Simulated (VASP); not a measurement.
# PtSe2 in VASP: a series of runs

The runs below take PtSe2 through relaxation of the atoms, single point, with PBEsol+D4+U, PBEsol-based screened hybrid with 25 % exact exchange.

Everything below comes from runs of VASP 6.6.1. Logs are shortened: lines on timing, memory, paths and dates and some standing lists are left out, and cuts for length are marked.

## 1. The cell of the first run

The typed cell holds 3 atoms: a = 3.724 Å, b = 3.724 Å, c = 5.062 Å, α = 90.00°, β = 90.00°, γ = 120.00°.

## 2. Relaxation of the atoms, PBEsol+D4+U (atoms moved at random)

INCAR

```
SYSTEM = PtSe2
  PREC = Accurate
  ENCUT = 520
  EDIFF = 1E-6
  ISMEAR = 0
  SIGMA = 0.1
  LREAL = .False.
  LASPH = .True.
  NELM = 150
  ALGO = Normal
  ISIF = 2
  LWAVE = .False.
  LCHARG = .False.
  LMAXMIX = 4
  LDAU = .True.
  LDAUTYPE = 2
  LDAUL = 2 -1
  LDAUU = 5 0
  LDAUJ = 0 0
  LDAUPRINT = 1
  GGA = PS
  IVDW = 13
  IBRION = 2
  NSW = 80
  EDIFFG = -0.005
```

KPOINTS

```
regular mesh
0
Gamma
  6 6 4
  0 0 0
```

POSCAR

```
PtSe2
1.0
    3.7240000000      0.0000000000      0.0000000000
   -1.8620000000      3.2250786037      0.0000000000
    0.0000000000      0.0000000000      5.0620000000
Pt Se
1 2
Direct
    0.0035380000     -0.0040250000      0.0048090000
    0.6741860000      0.3348120000      0.7475520000
    0.3292710000      0.6610800000      0.2488790000
```

Potentials or basis: VASP PAW PBE potentials, release 64 (Pt, Se).

Run with:

```sh
> cat potpaw_PBE.64/Pt/POTCAR potpaw_PBE.64/Se/POTCAR > POTCAR
> mpirun -np 1 vasp_std > vasp.out
```

OUTCAR:

```text
SYSTEM = PtSe2
   PREC = Accurate
   ENCUT = 520
   EDIFF = 1E-6
   ISMEAR = 0
   LREAL = .False.
   LASPH = .True.
   NELM = 150
   ISIF = 2
   GGA = PS
   IVDW = 13
   IBRION = 2
   NSW = 80
   EDIFFG = -0.005

 ion  position               nearest neighbor table
   1  0.004  0.996  0.005-   3 2.46   3 2.48   2 2.50   3 2.50   2 2.52   2 2.52
   2  0.674  0.335  0.748-   1 2.50   1 2.52   1 2.52
   3  0.329  0.661  0.249-   1 2.46   1 2.48   1 2.50

  LATTYP: Found a hexagonal cell.
 ALAT       =     3.7240000000
 C/A-ratio  =     1.3592910849

  Lattice vectors:

 A1 = (   3.7240000000,   0.0000000000,   0.0000000000)
 A2 = (  -1.8620000000,   3.2250786037,   0.0000000000)
 A3 = (   0.0000000000,   0.0000000000,   5.0620000000)

Analysis of symmetry for initial positions (statically):
=====================================================================
 Subroutine PRICEL returns:
 Original cell was already a primitive cell.

 Routine SETGRP: Setting up the symmetry group for a
 hexagonal supercell.

 Subroutine GETGRP returns: Found  1 space group operations
 (whereof  1 operations were pure point group operations)
 out of a pool of 24 trial point group operations.

The static configuration has the point symmetry C_1 .

Analysis of symmetry for dynamics (positions and initial velocities):
=====================================================================
 Subroutine PRICEL returns:
 Original cell was already a primitive cell.

 Routine SETGRP: Setting up the symmetry group for a
 hexagonal supercell.

 Subroutine GETGRP returns: Found  1 space group operations
 (whereof  1 operations were pure point group operations)
 out of a pool of 24 trial point group operations.

The dynamic configuration has the point symmetry C_1 .

 Subroutine INISYM returns: Found  1 space group operations
 (whereof  1 operations are pure point group operations),
 and found     1 'primitive' translations

----------------------------------------------------------------------------------------

                                     Primitive cell

  volume of cell :      60.7956

  direct lattice vectors                    reciprocal lattice vectors
     3.724000000  0.000000000  0.000000000     0.268528464  0.155034981  0.000000000
    -1.862000000  3.225078604  0.000000000     0.000000000  0.310069962  0.000000000
     0.000000000  0.000000000  5.062000000     0.000000000  0.000000000  0.197550375

  length of vectors
     3.724000000  3.724000000  5.062000000     0.310069962  0.310069962  0.197550375

  position of ions in fractional coordinates (direct lattice)
     0.003538000  0.995975000  0.004809000
     0.674186000  0.334812000  0.747552000
     0.329271000  0.661080000  0.248879000

  ion indices of the primitive-cell ions
   primitive index   ion index
                 1           1
                 2           2
                 3           3

----------------------------------------------------------------------------------------

 KPOINTS: regular mesh

Automatic generation of k-mesh.
 Grid dimensions read from file:
 generate k-points for:    6    6    4

 Generating k-lattice:

  Cartesian coordinates                     Fractional coordinates (reciprocal lattice)
     0.044754744  0.025839163  0.000000000     0.166666667  0.000000000  0.000000000
     0.000000000  0.051678327  0.000000000     0.000000000  0.166666667  0.000000000
     0.000000000  0.000000000  0.049387594     0.000000000  0.000000000  0.250000000

  Length of vectors
     0.051678327  0.051678327  0.049387594

  Shift w.r.t. Gamma in fractional coordinates (k-lattice)
     0.000000000  0.000000000  0.000000000

 Subroutine IBZKPT returns following result:
[... 41 lines left out ...]
   ISTART =      0    job   : 0-new  1-cont  2-samecut
   ICHARG =      2    charge: 1-file 2-atom 10-const
   ISPIN  =      1    spin polarized calculation?
   LNONCOLLINEAR =      F non collinear calculations
   LSORBIT =      F    spin-orbit coupling
   LASPH  =      T    aspherical Exc in radial PAW
   ENCUT  =  520.0 eV  38.22 Ry    6.18 a.u.   6.92  6.92  9.41*2*pi/ulx,y,z
   NELM   =    150;   NELMIN=  2; NELMDL= -5     # of ELM steps
   EDIFF  = 0.1E-05   stopping-criterion for ELM
   LREAL  =      F    real-space projection
   EDIFFG = -.5E-02   stopping-criterion for IOM
   NSW    =     80    number of steps for IOM
   IBRION =      2    ionic relax: 0-MD 1-quasi-New 2-CG
   NFREE  =      1    steps in history (QN), initial steepest desc. (CG)
   ISIF   =      2    stress and relaxation
   ISYM   =      2    0-nonsym 1-usesym 2-fastsym
   POTIM  = 0.5000    time-step for ionic-motion
   TEBEG  =    0.0;   TEEND  =   0.0 temperature during run
   PSTRESS=    0.0 pullay stress
   NELECT =      22.0000    total number of electrons
   NUPDOWN=      -1.0000    fix difference up-down
   EMIN   =  10.00;   EMAX   =-10.00  energy-range for DOS
   EFERMI =   0.00;   METHOD = LEGACY
   ISMEAR =     0;   SIGMA  =   0.10  broadening in eV -4-tet -1-fermi 0-gaus
   EFERMI_NEDOS =   21; number of points for ismear=-14 and -15
   IALGO  =     38    algorithm
   IMIX   =      4    mixing-type and parameters
     AMIX     =   0.40;   BMIX     =  1.00
     AMIX_MAG =   1.60;   BMIX_MAG =  1.00
  volume/ion in A,a.u.               =      20.27       136.76
  Fermi-wavevector in a.u.,A,eV,Ry     =   1.166608  2.204570 18.517184  1.360975
  Thomas-Fermi vector in A             =   2.303119
   LORBIT       =      0    0 simple, 1 ext, 2 COOP (PROOUT), +10 PAW based schemes
 LDA+U is selected, type is set to LDAUTYPE =  2
   angular momentum for each species LDAUL =     2   -1
   U (eV)           for each species LDAUU =   5.0  0.0
   J (eV)           for each species LDAUJ =   0.0  0.0
   GGA     = PS    functional components
   LHFCALC =     F    Hartree Fock is set to
   AEXX    =    0.0000 exact exchange contribution
   IVDW    =    13    specifies the selected vdW correction
   LEPSILON=     F    determine dielectric tensor
   LRPA    =     F    only Hartree local field effects (RPA)
 conjugate gradient relaxation of ions
 non-spin polarized calculation
 Gauss-broadening in eV      SIGMA  =   0.10
  energy-cutoff  :      520.00
  volume of cell :       60.80
 maximum number of plane-waves:      1654
   NGX = 13   NGY = 13   NGZ = 19

--------------------------------------- Ionic step        1  -------------------------------------------

 number of electron      21.9999999 magnetization

 Free energy of the ion-electron system (eV)
  ---------------------------------------------------
  ext. energy  EPLUGINS =         0.00000000
  ---------------------------------------------------
  free energy    TOTEN  =       -12.58902130 eV

  energy without entropy =      -12.58411571  energy(sigma->0) =      -12.58656850

------------------------ aborting loop because EDIFF is reached ----------------------------------------

  DFT-D4 for vdW energy calculation

  Edisp (eV):   -0.86022
[... 313 lines left out ...]
  FREE ENERGIE OF THE ION-ELECTRON SYSTEM (eV)
  ---------------------------------------------------
  free  energy   TOTEN  =       -13.4619159499 eV

  energy  without entropy=      -13.4569555413  energy(sigma->0) =      -13.45943575

atom =   1  type =  1  l = 2

 onsite density matrix

spin component  1

  0.8602 -0.0000  0.0000  0.1009 -0.0000
 -0.0000  0.8022 -0.0000  0.0000  0.1009
  0.0000 -0.0000  0.9324 -0.0000  0.0000
  0.1009  0.0000 -0.0000  0.8022 -0.0000
 -0.0000  0.1009  0.0000 -0.0000  0.8602

spin component  2

  0.8602 -0.0000  0.0000  0.1009 -0.0000
 -0.0000  0.8022 -0.0000  0.0000  0.1009
  0.0000 -0.0000  0.9324 -0.0000  0.0000
  0.1009  0.0000 -0.0000  0.8022 -0.0000
 -0.0000  0.1009  0.0000 -0.0000  0.8602

 occupancies and eigenvectors

  o =  0.7262  v =  0.2935  0.6973  0.0000 -0.3898 -0.5251  0.0000  0.0000  0.0000  0.0000  0.0000      0.0000  0.0000  0.0000  0.0000  0.0000  0.0000  0.0000  0.0000  0.0000  0.0000
  o =  0.7262  v =  0.0000  0.0000  0.0000  0.0000  0.0000  0.2935  0.6973  0.0000 -0.3898 -0.5251      0.0000  0.0000  0.0000  0.0000  0.0000  0.0000  0.0000  0.0000  0.0000  0.0000
  o =  0.7263  v = -0.5252  0.3897  0.0001  0.6972 -0.2936  0.0000  0.0000  0.0000  0.0000  0.0000      0.0000  0.0000  0.0000  0.0000  0.0000  0.0000  0.0000  0.0000  0.0000  0.0000
  o =  0.7263  v =  0.0000  0.0000  0.0000  0.0000  0.0000 -0.5252  0.3897  0.0001  0.6972 -0.2936      0.0000  0.0000  0.0000  0.0000  0.0000  0.0000  0.0000  0.0000  0.0000  0.0000
  o =  0.9324  v =  0.0000  0.0000  0.0000  0.0000  0.0000 -0.0003 -0.0002  1.0000 -0.0003 -0.0002      0.0000  0.0000  0.0000  0.0000  0.0000  0.0000  0.0000  0.0000  0.0000  0.0000
  o =  0.9324  v = -0.0003 -0.0002  1.0000 -0.0003 -0.0002  0.0000  0.0000  0.0000  0.0000  0.0000      0.0000  0.0000  0.0000  0.0000  0.0000  0.0000  0.0000  0.0000  0.0000  0.0000
  o =  0.9361  v =  0.0000  0.0000  0.0000  0.0000  0.0000  0.4045 -0.5187 -0.0000  0.3046 -0.6889      0.0000  0.0000  0.0000  0.0000  0.0000  0.0000  0.0000  0.0000  0.0000  0.0000
  o =  0.9361  v =  0.4045 -0.5187 -0.0000  0.3046 -0.6889  0.0000  0.0000  0.0000  0.0000  0.0000      0.0000  0.0000  0.0000  0.0000  0.0000  0.0000  0.0000  0.0000  0.0000  0.0000
  o =  0.9361  v =  0.0000  0.0000  0.0000  0.0000  0.0000 -0.6888 -0.3046 -0.0006 -0.5188 -0.4044      0.0000  0.0000  0.0000  0.0000  0.0000  0.0000  0.0000  0.0000  0.0000  0.0000
  o =  0.9361  v = -0.6888 -0.3046 -0.0006 -0.5188 -0.4044  0.0000  0.0000  0.0000  0.0000  0.0000      0.0000  0.0000  0.0000  0.0000  0.0000  0.0000  0.0000  0.0000  0.0000  0.0000

--------------------------------------- Ionic step        9  -------------------------------------------

 number of electron      22.0000000 magnetization

 Free energy of the ion-electron system (eV)
  ---------------------------------------------------
  ext. energy  EPLUGINS =         0.00000000
  ---------------------------------------------------
  free energy    TOTEN  =       -12.60161071 eV

  energy without entropy =      -12.59662591  energy(sigma->0) =      -12.59911831

 E-fermi :   6.1000     XC(G=0): -10.7905

 val. band max:        6.0271168815   @ k =   0.3333   0.3333   0.0000
 cond. band min:       6.1270488116   @ k =  -0.3333   0.0000   0.2500
 fundamental gap:      0.0999319301
 Fermi energy:         6.0999861800

 k-point     1 :       0.0000    0.0000    0.0000
  band No.  band energies     occupation
      1      -9.3730      2.00000
      2      -6.5935      2.00000
      3      -1.4085      2.00000
      4      -0.6477      2.00000
      5      -0.6476      2.00000
      6       1.1039      2.00000
      7       1.1039      2.00000
      8       2.8693      2.00000
      9       5.2898      2.00000
     10       5.2905      2.00000
     11       6.7153      0.00000
     12       7.5036      0.00000
     13       7.5044      0.00000
     14       9.8718      0.00000
[... 401 lines left out ...]
      2      -7.1834      2.00000
      3      -0.8655      2.00000
      4      -0.3501      2.00000
      5      -0.2629      2.00000
      6       0.9066      2.00000
      7       0.9366      2.00000
      8       2.8228      2.00000
      9       3.9479      2.00000
     10       4.5676      2.00000
     11       5.2268      2.00000
     12       7.2688      0.00000
     13       8.2157      0.00000
     14      11.6970      0.00000
     15      12.3794      0.00000

 [... further k-points ...]

------------------------ aborting loop because EDIFF is reached ----------------------------------------

  DFT-D4 for vdW energy calculation

  Edisp (eV):   -0.86031
[... 26 lines left out ...]
  FREE ENERGIE OF THE ION-ELECTRON SYSTEM (eV)
  ---------------------------------------------------
  free  energy   TOTEN  =       -13.4619226942 eV

  energy  without entropy=      -13.4569378938  energy(sigma->0) =      -13.45943029

 reached required accuracy - stopping structural energy minimisation
```

Run time: 1.7 min. Hardware: 1 thread of Intel Xeon Platinum 8559C (Emerald Rapids), shared host; peak memory 0.23 GiB.

Results:

* Free energy: -13.4619 eV
* Energy gained by relaxing: 4.2 meV/atom
* Ionic steps: 9
* Pressure after relaxing: -4.0 GPa
* Band gap on the k mesh: zero (bands 11 and 12 overlap by 0.69 eV)
* Dispersion energy per atom: -0.287 eV

Stress tensor (GPa, compression positive):
```
-3.94  0.00  0.00
 0.00 -3.94  0.00
 0.00  0.00 -4.12
```

Step by step:
| step | energy change (eV) | largest force (eV/Å) | pressure (GPa) |
| --- | --- | --- | --- |
| 1 | 0.0000 | 0.5393 | -3.47 |
| 2 | -0.0114 | 0.1131 | -3.80 |
| 3 | -0.0114 | 0.1097 | -3.79 |
| 4 | -0.0122 | 0.0623 | -3.92 |
| 5 | -0.0126 | 0.0232 | -4.10 |
| 6 | -0.0127 | 0.0083 | -4.03 |
| 7 | -0.0127 | 0.0087 | -4.02 |
| 8 | -0.0127 | 0.0078 | -4.03 |
| 9 | -0.0127 | 0.0019 | -4.00 |

Final structure:
```
Pt Se
1.0
     3.72400    0.00000    0.00000
    -1.86200    3.22508    0.00000
     0.00000    0.00000    5.06200
Pt Se
1 2
Direct
  0.00232 0.99727 0.00041
  0.66904 0.33065 0.74824
  0.33563 0.66395 0.25259
```

Levels at points of the mesh, in eV from the Fermi level:
| k point | band 7 | band 8 | band 9 | band 10 | band 11 | band 12 | band 13 | band 14 | band 15 |
| --- | --- | --- | --- | --- | --- | --- | --- | --- | --- |
| (0.00, 0.00, 0.00) | -5.00 | -3.23 | -0.81 | -0.81 | 0.62 | 1.40 | 1.40 | 3.77 | 4.32 |
| (0.50, 0.00, 0.00) | -4.39 | -3.97 | -3.58 | -3.29 | -3.24 | 0.59 | 2.37 | 4.79 | 6.06 |
| (0.00, 0.50, 0.00) | -4.39 | -3.97 | -3.58 | -3.29 | -3.24 | 0.59 | 2.37 | 4.79 | 6.06 |
| (0.50, 0.50, 0.00) | -4.39 | -3.97 | -3.58 | -3.29 | -3.24 | 0.59 | 2.37 | 4.79 | 6.06 |
| (0.00, 0.00, 0.50) | -5.03 | -2.83 | -1.89 | -1.28 | -1.28 | 2.29 | 2.29 | 5.06 | 6.38 |
| (0.50, 0.00, 0.50) | -4.66 | -4.36 | -3.91 | -2.53 | -1.16 | 0.92 | 1.50 | 4.73 | 4.90 |
| (0.00, 0.50, 0.50) | -4.66 | -4.36 | -3.91 | -2.53 | -1.16 | 0.92 | 1.50 | 4.73 | 4.90 |
| (0.50, 0.50, 0.50) | -4.66 | -4.36 | -3.91 | -2.53 | -1.16 | 0.92 | 1.50 | 4.73 | 4.90 |

Eigenvalues of the final occupation matrices:
```tsv
site	spin	trace	eigenvalues
site 1 d	1	4.26	0.73 0.73 0.93 0.94 0.94
site 1 d	2	4.26	0.73 0.73 0.93 0.94 0.94
```

Caveat: the cell differs from its parent crystal (atoms moved at random); the PAW data sets were made with another functional, which shifts forces and pressure a little; spin-orbit coupling is left out, which moves the levels of the heavy elements; U without spin polarisation on a metal has little footing.

[end of part 1 of 2]
